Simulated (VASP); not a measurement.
# HfC4 (Pmmm) in VASP: relaxation of cell and atoms with PBE

Aim: the relaxation of cell and atoms of HfC4 with PBE.

Everything below comes from runs of VASP 6.6.1. Logs are shortened: lines on timing, memory, paths and dates and some standing lists are left out, and cuts for length are marked.

## (1) The cell of the first run

Symmetry: Pmmm, No. 47, orthorhombic system. The conventional cell has a = 4.317 Å, b = 4.493 Å, c = 5.040 Å, α = 90.00°, β = 90.00°, γ = 90.00°. Hf (site symmetry mmm) has 12 C at 2.36 to 2.96 Å within 3.1 Å. Within 3.5 Å of Hf (site symmetry mmm) lie 12 C at 2.67 Å and 4 Hf at 3.32 Å. Within 1.9 Å of C (site symmetry m) lie 3 C at 1.44 to 1.46 Å. Within 1.9 Å of C (site symmetry 2mm) lie 3 C at 1.46 Å. C (site symmetry 2mm) has 3 C at 1.44 to 1.45 Å within 1.9 Å.

## (2) Relaxation of cell and atoms, PBE

Contents of INCAR:

```
SYSTEM = HfC4
PREC = Accurate
ENCUT = 600
EDIFF = 1E-7
ISMEAR = 0
SIGMA = 0.1
LREAL = .False.
LASPH = .True.
NELM = 100
ALGO = Normal
ISIF = 3
LWAVE = .False.
LCHARG = .False.
GGA = PE
IBRION = 2
NSW = 80
EDIFFG = -0.001
```

Contents of KPOINTS:

```
Automatic mesh
0
Gamma
  8 8 6
  0 0 0
```

Contents of POSCAR:

```
HfC4
1.0
    4.3168576489      0.0000000000      0.0000000000
    0.0000000000      4.4931433742      0.0000000000
    0.0000000000      0.0000000000      5.0400142607
Hf C
2 8
Direct
    0.5000000000      0.0000000000      0.5000000000
    0.0000000000      0.0000000000      0.0000000000
    0.1663229174      0.5000000000      0.7521428161
    0.3305117743      0.5000000000      0.5000000000
    0.1663229174      0.5000000000      0.2478571839
    0.3322890911      0.5000000000      0.0000000000
    0.8336770826      0.5000000000      0.2478571839
    0.6677109089      0.5000000000      0.0000000000
    0.8336770826      0.5000000000      0.7521428161
    0.6694882257      0.5000000000      0.5000000000
```

Potentials or basis: VASP PAW PBE potentials, release 64 (Hf_pv, C).

Run with:

```
cat potpaw_PBE.64/Hf_pv/POTCAR potpaw_PBE.64/C/POTCAR > POTCAR
mpirun -np 1 vasp_std > vasp.out
```

OUTCAR:

```text
SYSTEM = HfC4
   PREC = Accurate
   ENCUT = 600
   EDIFF = 1E-7
   ISMEAR = 0
   LREAL = .False.
   LASPH = .True.
   NELM = 100
   ISIF = 3
   GGA = PE
   IBRION = 2
   NSW = 80
   EDIFFG = -0.001

 ion  position               nearest neighbor table
   1  0.500  0.000  0.500-   4 2.36  10 2.36   4 2.36  10 2.36   9 2.96   3 2.96   3 2.96   5 2.96
                             5 2.96   7 2.96   9 2.96   7 2.96   2 3.32   2 3.32   2 3.32   2 3.32
   2  0.000  0.000  0.000-   6 2.67   8 2.67   6 2.67   8 2.67   5 2.67   9 2.67   3 2.67   5 2.67
                             3 2.67   7 2.67   7 2.67   9 2.67   1 3.32   1 3.32   1 3.32   1 3.32
   3  0.166  0.500  0.752-   9 1.44   6 1.44   4 1.46   2 2.67   2 2.67   1 2.96   1 2.96
   4  0.331  0.500  0.500-   3 1.46   5 1.46  10 1.46   1 2.36   1 2.36
   5  0.166  0.500  0.248-   7 1.44   6 1.44   4 1.46   2 2.67   2 2.67   1 2.96   1 2.96
   6  0.332  0.500  0.000-   3 1.44   5 1.44   8 1.45   2 2.67   2 2.67
   7  0.834  0.500  0.248-   5 1.44   8 1.44  10 1.46   2 2.67   2 2.67   1 2.96   1 2.96
   8  0.668  0.500  0.000-   7 1.44   9 1.44   6 1.45   2 2.67   2 2.67
   9  0.834  0.500  0.752-   3 1.44   8 1.44  10 1.46   2 2.67   2 2.67   1 2.96   1 2.96
  10  0.669  0.500  0.500-   7 1.46   9 1.46   4 1.46   1 2.36   1 2.36

  LATTYP: Found a simple orthorhombic cell.
 ALAT       =     4.3168576489
 B/A-ratio  =     1.0408365852
 C/A-ratio  =     1.1675192167

  Lattice vectors:

 A1 = (   4.3168576489,   0.0000000000,   0.0000000000)
 A2 = (   0.0000000000,   4.4931433742,   0.0000000000)
 A3 = (   0.0000000000,   0.0000000000,   5.0400142607)

Analysis of symmetry for initial positions (statically):
=====================================================================
 Subroutine PRICEL returns:
 Original cell was already a primitive cell.

 Routine SETGRP: Setting up the symmetry group for a
 simple orthorhombic supercell.

 Subroutine GETGRP returns: Found  8 space group operations
 (whereof  8 operations were pure point group operations)
 out of a pool of  8 trial point group operations.

The static configuration has the point symmetry D_2h.

Analysis of symmetry for dynamics (positions and initial velocities):
=====================================================================
 Subroutine PRICEL returns:
 Original cell was already a primitive cell.

 Routine SETGRP: Setting up the symmetry group for a
 simple orthorhombic supercell.

 Subroutine GETGRP returns: Found  8 space group operations
 (whereof  8 operations were pure point group operations)
 out of a pool of  8 trial point group operations.

The dynamic configuration has the point symmetry D_2h.

 Subroutine INISYM returns: Found  8 space group operations
 (whereof  8 operations are pure point group operations),
 and found     1 'primitive' translations

----------------------------------------------------------------------------------------

                                     Primitive cell

  volume of cell :      97.7574

  direct lattice vectors                    reciprocal lattice vectors
     4.316857649  0.000000000  0.000000000     0.231649983  0.000000000  0.000000000
     0.000000000  4.493143374  0.000000000     0.000000000  0.222561338  0.000000000
     0.000000000  0.000000000  5.040014261     0.000000000  0.000000000  0.198412137

  length of vectors
     4.316857649  4.493143374  5.040014261     0.231649983  0.222561338  0.198412137

  position of ions in fractional coordinates (direct lattice)
     0.500000000  0.000000000  0.500000000
     0.000000000  0.000000000  0.000000000
     0.166322917  0.500000000  0.752142816
     0.330511774  0.500000000  0.500000000
     0.166322917  0.500000000  0.247857184
     0.332289091  0.500000000  0.000000000
     0.833677083  0.500000000  0.247857184
     0.667710909  0.500000000  0.000000000
     0.833677083  0.500000000  0.752142816
     0.669488226  0.500000000  0.500000000

  ion indices of the primitive-cell ions
   primitive index   ion index
                 1           1
                 2           2
                 3           3
                 4           4
                 5           5
                 6           6
                 7           7
                 8           8
                 9           9
                10          10

[... 26 lines left out ...]
 Following reciprocal coordinates:
            Coordinates               Weight
  0.000000  0.000000  0.000000      1.000000
  0.125000  0.000000  0.000000      2.000000
  0.250000  0.000000  0.000000      2.000000
  0.375000  0.000000  0.000000      2.000000
  0.500000  0.000000  0.000000      1.000000
  0.000000  0.125000  0.000000      2.000000
[... 16 lines left out ...]
  0.250000  0.500000  0.000000      2.000000
  0.375000  0.500000  0.000000      2.000000
 [... further k-points ...]
   k-points           NKPTS =    100   k-points in BZ     NKDIM =    100   number of bands    NBANDS=     32
   number of dos      NEDOS =    301   number of ions     NIONS =     10
   total plane-waves  NPLWV =  51840
   dimension x,y,z NGX =    36 NGY =   36 NGZ =   40
   dimension x,y,z NGXF=    72 NGYF=   72 NGZF=   80
   ions per type =               2   8
   NGX,Y,Z   is equivalent  to a cutoff of  13.86, 13.32, 13.19 a.u.
   NGXF,Y,Z  is equivalent  to a cutoff of  27.73, 26.64, 26.39 a.u.
 SYSTEM =  HfC4
   PREC   = accura    normal or accurate (medium, high low for compatibility)
   ISTART =      0    job   : 0-new  1-cont  2-samecut
   ICHARG =      2    charge: 1-file 2-atom 10-const
   ISPIN  =      1    spin polarized calculation?
   LNONCOLLINEAR =      F non collinear calculations
   LSORBIT =      F    spin-orbit coupling
   LASPH  =      T    aspherical Exc in radial PAW
   ENCUT  =  600.0 eV  44.10 Ry    6.64 a.u.   8.62  8.97 10.07*2*pi/ulx,y,z
   NELM   =    100;   NELMIN=  2; NELMDL= -5     # of ELM steps
   EDIFF  = 0.1E-06   stopping-criterion for ELM
   LREAL  =      F    real-space projection
   EDIFFG = -.1E-02   stopping-criterion for IOM
   NSW    =     80    number of steps for IOM
   IBRION =      2    ionic relax: 0-MD 1-quasi-New 2-CG
   NFREE  =      1    steps in history (QN), initial steepest desc. (CG)
   ISIF   =      3    stress and relaxation
   ISYM   =      2    0-nonsym 1-usesym 2-fastsym
   POTIM  = 0.5000    time-step for ionic-motion
   TEBEG  =    0.0;   TEEND  =   0.0 temperature during run
   PSTRESS=    0.0 pullay stress
   NELECT =      52.0000    total number of electrons
   NUPDOWN=      -1.0000    fix difference up-down
   EMIN   =  10.00;   EMAX   =-10.00  energy-range for DOS
   EFERMI =   0.00;   METHOD = LEGACY
   ISMEAR =     0;   SIGMA  =   0.10  broadening in eV -4-tet -1-fermi 0-gaus
   EFERMI_NEDOS =   21; number of points for ismear=-14 and -15
   IALGO  =     38    algorithm
   IMIX   =      4    mixing-type and parameters
     AMIX     =   0.40;   BMIX     =  1.00
     AMIX_MAG =   1.60;   BMIX_MAG =  1.00
  volume/ion in A,a.u.               =       9.78        65.97
  Fermi-wavevector in a.u.,A,eV,Ry     =   1.326456  2.506637 23.939236  1.759484
  Thomas-Fermi vector in A             =   2.455841
   LORBIT       =      0    0 simple, 1 ext, 2 COOP (PROOUT), +10 PAW based schemes
   GGA     = PE    functional components
   LHFCALC =     F    Hartree Fock is set to
   AEXX    =    0.0000 exact exchange contribution
   IVDW    =     0    specifies the selected vdW correction
   LEPSILON=     F    determine dielectric tensor
   LRPA    =     F    only Hartree local field effects (RPA)
 conjugate gradient relaxation of ions
 non-spin polarized calculation
 Gauss-broadening in eV      SIGMA  =   0.10
  energy-cutoff  :      600.00
  volume of cell :       97.76
 maximum number of plane-waves:      3296
 NGX is ok and might be reduce to    36
   NGX = 17   NGY = 17   NGZ = 21

--------------------------------------- Ionic step        1  -------------------------------------------

 number of electron      52.0000000 magnetization

 Free energy of the ion-electron system (eV)
  ---------------------------------------------------
  ext. energy  EPLUGINS =         0.00000000
  ---------------------------------------------------
  free energy    TOTEN  =       -90.68219240 eV

  energy without entropy =      -90.66673113  energy(sigma->0) =      -90.67446177

------------------------ aborting loop because EDIFF is reached ----------------------------------------

  FORCE on cell =-STRESS in cart. coord.  units (eV):
  Direction    XX          YY          ZZ          XY          YZ          ZX
  --------------------------------------------------------------------------------------
  -------------------------------------------------------------------------------------
  Total       -0.1146734     -0.8635890     -0.1264368     -0.0000000      0.0000000      0.0000000
  in kB       -1.8794180    -14.1536317     -2.0722133     -0.0000000      0.0000000      0.0000000
  external PRESSURE =      -6.0350877 kB  Pullay stress =       0.0000000 kB
[... 113 lines left out ...]
  FREE ENERGIE OF THE ION-ELECTRON SYSTEM (eV)
  ---------------------------------------------------
  free  energy   TOTEN  =       -90.6841237547 eV

  energy  without entropy=      -90.6688530929  energy(sigma->0) =      -90.67648842

[... ionic steps 4 to 9 ...]

--------------------------------------- Ionic step       10  -------------------------------------------

 number of electron      52.0000000 magnetization

------------------------ aborting loop because EDIFF is reached ----------------------------------------
[... 83 lines left out ...]
--------------------------------------- Ionic step       12  -------------------------------------------

 number of electron      52.0000000 magnetization

 Free energy of the ion-electron system (eV)
  ---------------------------------------------------
  ext. energy  EPLUGINS =         0.00000000
  ---------------------------------------------------
  free energy    TOTEN  =       -90.68441105 eV

  energy without entropy =      -90.66923936  energy(sigma->0) =      -90.67682521

 E-fermi :   7.8300     XC(G=0): -11.7923

 val. band max:        7.8289118867   @ k =   0.2500   0.2500   0.5000
 cond. band min:       7.8565518767   @ k =   0.1250   0.5000   0.5000
 fundamental gap:      0.0276399901
 Fermi energy:         7.8300045965

 k-point     1 :       0.0000    0.0000    0.0000
  band No.  band energies     occupation
      1     -24.2625      2.00000
      2     -24.1621      2.00000
      3     -24.0517      2.00000
      4     -23.9327      2.00000
      5     -23.7386      2.00000
      6     -23.7281      2.00000
[... 829 lines left out ...]
     31       9.3210      0.00000
     32       9.8416      0.00000

 [... further k-points ...]

------------------------ aborting loop because EDIFF is reached ----------------------------------------

  FORCE on cell =-STRESS in cart. coord.  units (eV):
  Direction    XX          YY          ZZ          XY          YZ          ZX
  --------------------------------------------------------------------------------------
  -------------------------------------------------------------------------------------
  Total       -0.0000220      0.0009265     -0.0019599     -0.0000000      0.0000000      0.0000000
  in kB       -0.0003621      0.0152608     -0.0322811     -0.0000000      0.0000000      0.0000000
  external PRESSURE =      -0.0057941 kB  Pullay stress =       0.0000000 kB
[... 25 lines left out ...]
  FREE ENERGIE OF THE ION-ELECTRON SYSTEM (eV)
  ---------------------------------------------------
  free  energy   TOTEN  =       -90.6844110535 eV

  energy  without entropy=      -90.6692393587  energy(sigma->0) =      -90.67682521

 reached required accuracy - stopping structural energy minimisation
```

It took 11 min on 1 thread of Intel Xeon 6975P-C (Granite Rapids), shared host; peak memory 0.45 GiB.

What came out:

| Item | Value |
| --- | --- |
| Free energy | -90.6844 eV |
| Relaxed volume | 9.73 Å³/atom |
| Relaxed cell | a = 4.317 Å, b = 4.470 Å, c = 5.040 Å, α = 90.00°, β = 90.00°, γ = 90.00° |
| Space group after relaxing (to 0.1 Å) | Pmmm (No. 47) |
| Energy gained by relaxing | 0.2 meV/atom |
| Ionic steps | 12 |
| Pressure after relaxing | 0.0 GPa |
| Band gap on the k mesh | zero (bands 26 and 27 overlap by 1.26 eV) |

The path:
```csv
step,energy change (eV),largest force (eV/Å),pressure (GPa),volume (Å³)
1,0.0000,0.0095,-0.60,97.76
2,-0.0019,0.0320,0.29,97.24
3,-0.0019,0.0330,0.31,97.23
4,-0.0017,0.0649,-0.32,97.31
5,-0.0022,0.0161,0.03,97.26
6,-0.0022,0.0496,-0.07,97.29
7,-0.0022,0.0027,0.01,97.27
8,-0.0022,0.0030,0.00,97.27
9,-0.0022,0.0033,-0.01,97.27
10,-0.0022,0.0010,-0.01,97.27
11,-0.0022,0.0010,0.00,97.27
12,-0.0022,0.0010,0.00,97.27
```

Final structure:
```
Hf C
1.0
     4.31716    0.00000    0.00000
     0.00000    4.47018    0.00000
     0.00000    0.00000    5.04044
Hf C
2 8
Direct
  0.50000 0.00000 0.50000
  0.00000 0.00000 0.00000
  0.16634 0.50000 0.75212
  0.33050 0.50000 0.50000
  0.16634 0.50000 0.24788
  0.33228 0.50000 0.00000
  0.83366 0.50000 0.24788
  0.66772 0.50000 0.00000
  0.83366 0.50000 0.75212
  0.66950 0.50000 0.50000
```

Levels at points of the mesh, in eV from the Fermi level:
| k point | band 22 | band 23 | band 24 | band 25 | band 26 | band 27 | band 28 | band 29 | band 30 | band 31 |
| --- | --- | --- | --- | --- | --- | --- | --- | --- | --- | --- |
| (0.00, 0.00, 0.00) | -4.79 | -4.06 | -2.18 | -1.56 | -0.87 | -0.64 | 0.05 | 1.13 | 2.04 | 3.05 |
| (0.50, 0.00, 0.00) | -4.76 | -2.48 | -2.24 | -1.59 | -1.59 | 0.12 | 0.21 | 1.56 | 1.87 | 2.49 |
| (0.00, 0.50, 0.00) | -4.87 | -3.51 | -2.69 | -2.68 | -0.06 | 0.66 | 1.21 | 1.21 | 2.38 | 2.73 |
| (0.50, 0.50, 0.00) | -5.46 | -2.71 | -2.61 | 0.05 | 0.48 | 0.89 | 1.25 | 1.27 | 1.31 | 1.32 |
| (0.00, 0.00, 0.50) | -4.83 | -2.58 | -2.11 | -1.98 | -1.37 | 0.70 | 0.79 | 0.80 | 0.86 | 1.07 |
| (0.50, 0.00, 0.50) | -6.53 | -1.82 | -1.80 | -0.95 | 0.47 | 1.05 | 1.14 | 1.87 | 1.89 | 2.23 |
| (0.00, 0.50, 0.50) | -4.02 | -3.74 | -2.81 | -0.72 | -0.14 | 0.53 | 1.29 | 1.30 | 1.34 | 1.37 |
| (0.50, 0.50, 0.50) | -7.22 | -2.53 | -1.39 | 0.26 | 0.54 | 0.65 | 1.64 | 1.91 | 2.42 | 2.56 |

Caveat: spin-orbit coupling is left out, which moves the levels of the heavy elements.

The gap in the log of VASP goes by the Fermi energy; the results here count the filled bands.